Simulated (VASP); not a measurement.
# AlAs (F-43m) in VASP: a series of runs

The runs below take AlAs through single point, relaxation of cell and atoms, with PBEsol.

All numbers are computed with VASP 6.6.1; they aren't measurements. Logs are shortened: lines on timing, memory, paths and dates and some standing lists are left out, and cuts for length are marked.

## Step 1: The cell of the first run

It takes space group F-43m (No. 216, cubic). Conventional cell: a = 5.680 Å, b = 5.680 Å, c = 5.680 Å, α = 90.00°, β = 90.00°, γ = 90.00°. Within 3.2 Å of Al (site symmetry -43m) lie 4 As at 2.46 Å. Within 3.2 Å of As (site symmetry -43m) lie 4 Al at 2.46 Å.

## Step 2: Single point, PBEsol

INCAR reads:

```
PREC = Accurate
ENCUT = 500
EDIFF = 1E-6
ISMEAR = 0
SIGMA = 0.1
LREAL = False
LASPH = True
NELM = 120
ALGO = Normal
ISIF = 2
LWAVE = False
LCHARG = True
GGA = PS
LELF = True
LVHAR = True
NBANDS = 11
GGA_COMPAT = False
```

KPOINTS reads:

```
Automatic mesh
0
Gamma
  6 6 6
```

POSCAR reads:

```
AlAs
1.0
    0.0000000000      2.8400000000      2.8400000000
    2.8400000000      0.0000000000      2.8400000000
    2.8400000000      2.8400000000      0.0000000000
Al As
1 1
Direct
    0.0000000000      0.0000000000      0.0000000000
    0.2500000000      0.2500000000      0.2500000000
```

Potentials or basis: VASP PAW PBE potentials, release 64 (Al, As).

Command:

```bash
$ cat potpaw_PBE.64/Al/POTCAR potpaw_PBE.64/As/POTCAR > POTCAR
$ mpirun -np 1 vasp_std > vasp.out
```

OUTCAR:

```text
PREC = Accurate
   ENCUT = 500
   EDIFF = 1E-6
   ISMEAR = 0
   LREAL = False
   LASPH = True
   NELM = 120
   ISIF = 2
   GGA = PS

 ion  position               nearest neighbor table
   1  0.000  0.000  0.000-   2 2.46   2 2.46   2 2.46   2 2.46
   2  0.250  0.250  0.250-   1 2.46   1 2.46   1 2.46   1 2.46

  LATTYP: Found a face centered cubic cell.
 ALAT       =     5.6800000000

  Lattice vectors:

 A1 = (   0.0000000000,   2.8400000000,   2.8400000000)
 A2 = (   2.8400000000,   0.0000000000,   2.8400000000)
 A3 = (   2.8400000000,   2.8400000000,   0.0000000000)

Analysis of symmetry for initial positions (statically):
=====================================================================
 Subroutine PRICEL returns:
 Original cell was already a primitive cell.

 Routine SETGRP: Setting up the symmetry group for a
 face centered cubic supercell.

 Subroutine GETGRP returns: Found 24 space group operations
 (whereof 24 operations were pure point group operations)
 out of a pool of 48 trial point group operations.

The static configuration has the point symmetry T_d .

Analysis of symmetry for dynamics (positions and initial velocities):
=====================================================================
 Subroutine PRICEL returns:
 Original cell was already a primitive cell.

 Routine SETGRP: Setting up the symmetry group for a
 face centered cubic supercell.

 Subroutine GETGRP returns: Found 24 space group operations
 (whereof 24 operations were pure point group operations)
 out of a pool of 48 trial point group operations.

The dynamic configuration has the point symmetry T_d .

 Subroutine INISYM returns: Found 24 space group operations
 (whereof 24 operations are pure point group operations),
 and found     1 'primitive' translations

----------------------------------------------------------------------------------------

                                     Primitive cell

  volume of cell :      45.8126

  direct lattice vectors                    reciprocal lattice vectors
     0.000000000  2.840000000  2.840000000    -0.176056338  0.176056338  0.176056338
     2.840000000  0.000000000  2.840000000     0.176056338 -0.176056338  0.176056338
     2.840000000  2.840000000  0.000000000     0.176056338  0.176056338 -0.176056338

  length of vectors
     4.016366517  4.016366517  4.016366517     0.304938522  0.304938522  0.304938522

  position of ions in fractional coordinates (direct lattice)
     0.000000000  0.000000000  0.000000000
     0.250000000  0.250000000  0.250000000

  ion indices of the primitive-cell ions
   primitive index   ion index
                 1           1
                 2           2

----------------------------------------------------------------------------------------

 KPOINTS: Automatic mesh

Automatic generation of k-mesh.
 Grid dimensions read from file:
 generate k-points for:    6    6    6

 Generating k-lattice:

  Cartesian coordinates                     Fractional coordinates (reciprocal lattice)
    -0.029342723  0.029342723  0.029342723     0.166666667  0.000000000  0.000000000
     0.029342723 -0.029342723  0.029342723     0.000000000  0.166666667  0.000000000
     0.029342723  0.029342723 -0.029342723     0.000000000  0.000000000  0.166666667

  Length of vectors
     0.050823087  0.050823087  0.050823087

  Shift w.r.t. Gamma in fractional coordinates (k-lattice)
     0.000000000  0.000000000  0.000000000

 Subroutine IBZKPT returns following result:
 ===========================================

 Found     16 irreducible k-points:

 Following reciprocal coordinates:
            Coordinates               Weight
  0.000000  0.000000  0.000000      1.000000
  0.166667  0.000000  0.000000      8.000000
  0.333333  0.000000  0.000000      8.000000
  0.500000  0.000000  0.000000      4.000000
  0.166667  0.166667  0.000000      6.000000
  0.333333  0.166667  0.000000     24.000000
[... 8 lines left out ...]
 -0.333333  0.333333  0.166667     24.000000
 -0.333333  0.500000  0.166667     12.000000
   k-points           NKPTS =     16   k-points in BZ     NKDIM =     16   number of bands    NBANDS=     11
   number of dos      NEDOS =    301   number of ions     NIONS =      2
   total plane-waves  NPLWV =  27000
   dimension x,y,z NGX =    30 NGY =   30 NGZ =   30
   dimension x,y,z NGXF=    60 NGYF=   60 NGZF=   60
   ions per type =               1   1
   NGX,Y,Z   is equivalent  to a cutoff of  12.42, 12.42, 12.42 a.u.
   NGXF,Y,Z  is equivalent  to a cutoff of  24.84, 24.84, 24.84 a.u.
 SYSTEM =  unknown system
   PREC   = accura    normal or accurate (medium, high low for compatibility)
   ISTART =      0    job   : 0-new  1-cont  2-samecut
   ICHARG =      2    charge: 1-file 2-atom 10-const
   ISPIN  =      1    spin polarized calculation?
   LNONCOLLINEAR =      F non collinear calculations
   LSORBIT =      F    spin-orbit coupling
   LASPH  =      T    aspherical Exc in radial PAW
   ENCUT  =  500.0 eV  36.75 Ry    6.06 a.u.   7.32  7.32  7.32*2*pi/ulx,y,z
   NELM   =    120;   NELMIN=  2; NELMDL= -5     # of ELM steps
   EDIFF  = 0.1E-05   stopping-criterion for ELM
   LREAL  =      F    real-space projection
   EDIFFG = 0.1E-04   stopping-criterion for IOM
   NSW    =      0    number of steps for IOM
   IBRION =     -1    ionic relax: 0-MD 1-quasi-New 2-CG
   NFREE  =      0    steps in history (QN), initial steepest desc. (CG)
   ISIF   =      2    stress and relaxation
   ISYM   =      2    0-nonsym 1-usesym 2-fastsym
   POTIM  = 0.5000    time-step for ionic-motion
   TEBEG  =    0.0;   TEEND  =   0.0 temperature during run
   PSTRESS=    0.0 pullay stress
   NELECT =       8.0000    total number of electrons
   NUPDOWN=      -1.0000    fix difference up-down
   EMIN   =  10.00;   EMAX   =-10.00  energy-range for DOS
   EFERMI =   0.00;   METHOD = LEGACY
   ISMEAR =     0;   SIGMA  =   0.10  broadening in eV -4-tet -1-fermi 0-gaus
   EFERMI_NEDOS =   21; number of points for ismear=-14 and -15
   IALGO  =     38    algorithm
   IMIX   =      4    mixing-type and parameters
     AMIX     =   0.40;   BMIX     =  1.00
     AMIX_MAG =   1.60;   BMIX_MAG =  1.00
  volume/ion in A,a.u.               =      22.91       154.58
  Fermi-wavevector in a.u.,A,eV,Ry     =   0.915046  1.729187 11.392295  0.837310
  Thomas-Fermi vector in A             =   2.039743
   LORBIT       =      0    0 simple, 1 ext, 2 COOP (PROOUT), +10 PAW based schemes
   GGA     = PS    functional components
   LHFCALC =     F    Hartree Fock is set to
   AEXX    =    0.0000 exact exchange contribution
   IVDW    =     0    specifies the selected vdW correction
   LEPSILON=     F    determine dielectric tensor
   LRPA    =     F    only Hartree local field effects (RPA)
 non-spin polarized calculation
 Gauss-broadening in eV      SIGMA  =   0.10
  energy-cutoff  :      500.00
  volume of cell :       45.81
 maximum number of plane-waves:      1211
 NGX is ok and might be reduce to    30
   NGX = 15   NGY = 15   NGZ = 15

 number of electron       7.9999999 magnetization

 Free energy of the ion-electron system (eV)
  ---------------------------------------------------
  ext. energy  EPLUGINS =         0.00000000
  ---------------------------------------------------
  free energy    TOTEN  =       -10.05369340 eV

  energy without entropy =      -10.05369340  energy(sigma->0) =      -10.05369340

 E-fermi :   4.2061     XC(G=0):  -9.1543

 val. band max:        3.7219121734   @ k =   0.0000   0.0000   0.0000
 cond. band min:       5.0540162011   @ k =   0.5000   0.5000   0.0000
 fundamental gap:      1.3321040277
 Fermi energy:         4.2060671772

 k-point     1 :       0.0000    0.0000    0.0000
  band No.  band energies     occupation
      1      -8.1086      2.00000
      2       3.7219      2.00000
      3       3.7219      2.00000
      4       3.7219      2.00000
      5       5.6209      0.00000
      6       7.9634      0.00000
      7       7.9634      0.00000
      8       7.9634      0.00000
      9      12.3735      0.00000
     10      12.6884      0.00000
     11      12.6884      0.00000

 k-point     2 :       0.1667    0.0000    0.0000
  band No.  band energies     occupation
      1      -7.8428      2.00000
      2       1.6104      2.00000
      3       3.4603      2.00000
      4       3.4603      2.00000
      5       6.4357      0.00000
      6       8.3959      0.00000
      7       8.3959      0.00000
      8       8.8153      0.00000
      9      11.8829      0.00000
     10      11.8829      0.00000
     11      13.2588      0.00000

 k-point     3 :       0.3333    0.0000    0.0000
  band No.  band energies     occupation
      1      -7.1708      2.00000
      2      -0.7695      2.00000
      3       3.0628      2.00000
      4       3.0628      2.00000
      5       5.9885      0.00000
      6       8.5257      0.00000
      7       8.5257      0.00000
      8      11.0562      0.00000
      9      12.6856      0.00000
     10      12.6856      0.00000
     11      12.8947      0.00000

 k-point     4 :       0.5000    0.0000    0.0000
  band No.  band energies     occupation
      1      -6.7035      2.00000
      2      -1.8389      2.00000
      3       2.9025      2.00000
      4       2.9025      2.00000
      5       5.7623      0.00000
      6       8.3417      0.00000
      7       8.3417      0.00000
      8      11.2770      0.00000
      9      14.6991      0.00000
     10      15.1753      0.00000
     11      15.1753      0.00000
[... 127 lines left out ...]
 k-point    14 :       0.5000    0.3333    0.1667
  band No.  band energies     occupation
      1      -6.6514      2.00000
      2      -0.9089      2.00000
      3       1.0007      2.00000
      4       2.0758      2.00000
      5       7.3006      0.00000
      6       8.1850      0.00000
      7       8.7838      0.00000
      8      11.5528      0.00000
      9      12.8740      0.00000
     10      14.3026      0.00000
     11      16.5711      0.00000

 k-point    15 :      -0.3333    0.3333    0.1667
  band No.  band energies     occupation
      1      -6.2961      2.00000
      2      -1.3843      2.00000
      3       0.5466      2.00000
      4       1.6953      2.00000
      5       7.5653      0.00000
      6       8.2157      0.00000
      7      10.3368      0.00000
      8      11.0266      0.00000
      9      11.9755      0.00000
     10      15.0729      0.00000
     11      16.3925      0.00000

 k-point    16 :      -0.3333    0.5000    0.1667
  band No.  band energies     occupation
      1      -6.1381      2.00000
      2      -1.4499      2.00000
      3       0.7863      2.00000
      4       1.0304      2.00000
      5       6.7956      0.00000
      6       7.7573      0.00000
      7      10.7379      0.00000
      8      11.4483      0.00000
      9      14.1773      0.00000
     10      15.9336      0.00000
     11      16.1440      0.00000

------------------------ aborting loop because EDIFF is reached ----------------------------------------

  FORCE on cell =-STRESS in cart. coord.  units (eV):
  Direction    XX          YY          ZZ          XY          YZ          ZX
  --------------------------------------------------------------------------------------
  -------------------------------------------------------------------------------------
  Total        0.0231114      0.0231114      0.0231114      0.0000000      0.0000000     -0.0000000
  in kB        0.8082612      0.8082612      0.8082612      0.0000000      0.0000000     -0.0000000
  external PRESSURE =       0.8082612 kB  Pullay stress =       0.0000000 kB

 VOLUME and BASIS-vectors are now :
 -----------------------------------------------------------------------------
  energy-cutoff  :      500.00
  volume of cell :       45.81
      direct lattice vectors                 reciprocal lattice vectors
     0.000000000  2.840000000  2.840000000    -0.176056338  0.176056338  0.176056338
     2.840000000  0.000000000  2.840000000     0.176056338 -0.176056338  0.176056338
     2.840000000  2.840000000  0.000000000     0.176056338  0.176056338 -0.176056338

 POSITION                                       TOTAL-FORCE (eV/Angst)
 -----------------------------------------------------------------------------------
      0.00000      0.00000      0.00000        -0.000000     -0.000000     -0.000000
      1.42000      1.42000      1.42000         0.000000      0.000000      0.000000
 -----------------------------------------------------------------------------------
    total drift:                                0.000000      0.000000      0.000000

  FREE ENERGIE OF THE ION-ELECTRON SYSTEM (eV)
  ---------------------------------------------------
  free  energy   TOTEN  =       -10.0536934017 eV

  energy  without entropy=      -10.0536934017  energy(sigma->0) =      -10.05369340
```

Run time: 12 s. Hardware: 1 thread of Intel Xeon Platinum 8259CL at 2.50GHz (Skylake/Cascade Lake), shared host; peak memory 0.16 GiB.

Results:

| Quantity | Value |
| --- | --- |
| Free energy | -10.0537 eV |
| Pressure | 0.1 GPa |
| Band gap on the k mesh | 1.33 eV (least direct gap 1.90 eV) |

Caveat: the PAW data sets were made with another functional, which shifts forces and pressure a little.

## Step 3: Single point, PBEsol

This run uses another cell than the first one, of 22.84 Å³/atom.

INCAR reads:

```
SYSTEM = AlAs
  PREC = Accurate
  ENCUT = 500
  EDIFF = 1E-6
  ISMEAR = 0
  SIGMA = 0.02
  LREAL = .FALSE.
  LASPH = .TRUE.
  NELM = 120
  ALGO = Normal
  ISIF = 2
  LWAVE = .FALSE.
  LCHARG = .FALSE.
  GGA = PS
  NBANDS = 11
  GGA_COMPAT = .FALSE.
```

KPOINTS reads:

```
regular mesh
0
G
  8 8 8
  0 0 0
```

POSCAR reads:

```
AlAs
1.0
    0.0000000000      2.8372289493      2.8372289493
    2.8372289493      0.0000000000      2.8372289493
    2.8372289493      2.8372289493      0.0000000000
Al As
1 1
Direct
    0.0000000000      0.0000000000      0.0000000000
    0.2500000000      0.2500000000      0.2500000000
```

Potentials or basis: VASP PAW PBE potentials, release 64 (Al, As).

Command:

```bash
$ cat potpaw_PBE.64/Al/POTCAR potpaw_PBE.64/As/POTCAR > POTCAR
$ mpirun -np 1 vasp_std > vasp.out
```

It took 21 s on 1 thread of Intel Xeon Platinum 8259CL at 2.50GHz (Skylake/Cascade Lake), shared host; peak memory 0.17 GiB.

It converged, with:

| Property | Result |
| --- | --- |
| Free energy | -10.0647 eV |
| Pressure | 0.3 GPa |
| Band gap on the k mesh | 1.33 eV (least direct gap 1.92 eV) |

Levels at points of the mesh, in eV from the valence-band top:
| k point | band 1 | band 2 | band 3 | band 4 | band 5 | band 6 | band 7 | band 8 |
| --- | --- | --- | --- | --- | --- | --- | --- | --- |
| (0.00, 0.00, 0.00) | -11.85 | 0.00 | 0.00 | 0.00 | 1.92 | 4.25 | 4.25 | 4.25 |
| (0.50, 0.00, 0.00) | -10.44 | -5.57 | -0.82 | -0.82 | 2.05 | 4.63 | 4.63 | 7.56 |
| (0.50, 0.50, 0.00) | -9.89 | -5.42 | -2.17 | -2.17 | 1.33 | 2.22 | 10.23 | 10.23 |

Caveat: the PAW data sets were made with another functional, which shifts forces and pressure a little. A k mesh can miss the band edges.

## Step 4: Relaxation of cell and atoms, PBEsol

INCAR reads:

```
PREC     = Accurate       # precision mode
ENCUT    = 500            # plane-wave cutoff, eV
EDIFF    = 1E-7           # SCF threshold, eV
ISMEAR   = 0              # smearing method
SIGMA    = 0.02           # smearing width, eV
LREAL    = False          # projectors in reciprocal space
LASPH    = True           # aspherical terms in the spheres
NELM     = 120            # most SCF steps
ALGO     = Normal         # electronic algorithm
ISIF     = 3              # what is computed and relaxed
LWAVE    = False          # write WAVECAR
LCHARG   = False          # write CHGCAR
GGA      = PS             # functional
IBRION   = 2              # ionic algorithm
NSW      = 100            # ionic steps
EDIFFG   = -0.002         # ionic threshold
GGA_COMPAT= False        
NELMIN   = 4
```

KPOINTS reads:

```
regular mesh
0
Gamma
  8 8 8
```

POSCAR reads:

```
AlAs
1.0
    0.0000000000      2.8400000000      2.8400000000
    2.8400000000      0.0000000000      2.8400000000
    2.8400000000      2.8400000000      0.0000000000
Al As
1 1
Direct
    0.0000000000      0.0000000000      0.0000000000
    0.2500000000      0.2500000000      0.2500000000
```

Command:

```bash
$ cat potpaw_PBE.64/Al/POTCAR potpaw_PBE.64/As/POTCAR > POTCAR
$ mpirun -np 1 vasp_std > vasp.out
```

It took 24 s on 1 thread of Intel Xeon Platinum 8259CL at 2.50GHz (Skylake/Cascade Lake), shared host; peak memory 0.17 GiB.

The run converged. Its results:

| Property | Result |
| --- | --- |
| Free energy | -10.0648 eV |
| Relaxed volume | 22.93 Å³/atom |
| Relaxed cell | a = 4.018 Å, b = 4.018 Å, c = 4.018 Å, α = 60.00°, β = 60.00°, γ = 60.00° |
| Space group after relaxing (to 0.1 Å) | F-43m (No. 216) |
| Energy gained by relaxing | 0.0 meV/atom |
| Ionic steps | 3 |
| Pressure after relaxing | 0.0 GPa |
| Band gap on the k mesh | 1.34 eV (least direct gap 1.89 eV) |

Final structure:
```yaml
crystal:
  lattice:
    - [0.00000, 2.84084, 2.84084]
    - [2.84084, 0.00000, 2.84084]
    - [2.84084, 2.84084, 0.00000]
  atoms:
    - { symbol: Al, position: [0.00000, 0.00000, 0.00000] }
    - { symbol: As, position: [0.25000, 0.25000, 0.25000] }
```

Levels at points of the mesh, in eV from the valence-band top:
| k point | band 1 | band 2 | band 3 | band 4 | band 5 | band 6 | band 7 | band 8 |
| --- | --- | --- | --- | --- | --- | --- | --- | --- |
| (0.00, 0.00, 0.00) | -11.83 | 0.00 | 0.00 | 0.00 | 1.89 | 4.24 | 4.24 | 4.24 |
| (0.50, 0.00, 0.00) | -10.42 | -5.55 | -0.82 | -0.82 | 2.04 | 4.62 | 4.62 | 7.56 |
| (0.50, 0.50, 0.00) | -9.88 | -5.40 | -2.16 | -2.16 | 1.34 | 2.22 | 10.20 | 10.20 |

Caveat: the PAW data sets were made with another functional, which shifts forces and pressure a little. A k mesh can miss the band edges.

## Step 5: Overview

| task | cell | k mesh | smearing | gap on the mesh (eV) | pressure (GPa) |
| --- | --- | --- | --- | --- | --- |
| single point | a = 4.016 Å, angles 60.0°, 2 atoms | 6 × 6 × 6 | gaussian 0.1 eV | 1.33 | 0.1 |
| single point | a = 4.012 Å, angles 60.0°, 2 atoms | 8 × 8 × 8 | gaussian 0.02 eV | 1.33 | 0.3 |
| relaxation of cell and atoms | relaxed from a = 4.016 Å, angles 60.0°, 2 atoms | 8 × 8 × 8 | gaussian 0.02 eV | 1.34 | 0.0 |

Alike in all rows: level PBEsol; potentials or basis VASP PAW PBE potentials, release 64 (Al, As); no spin polarisation; cutoff (eV) 500.

Caveats: the PAW data sets were made with another functional, which shifts forces and pressure a little.

Absolute energies hang on the potentials; compare differences alone.
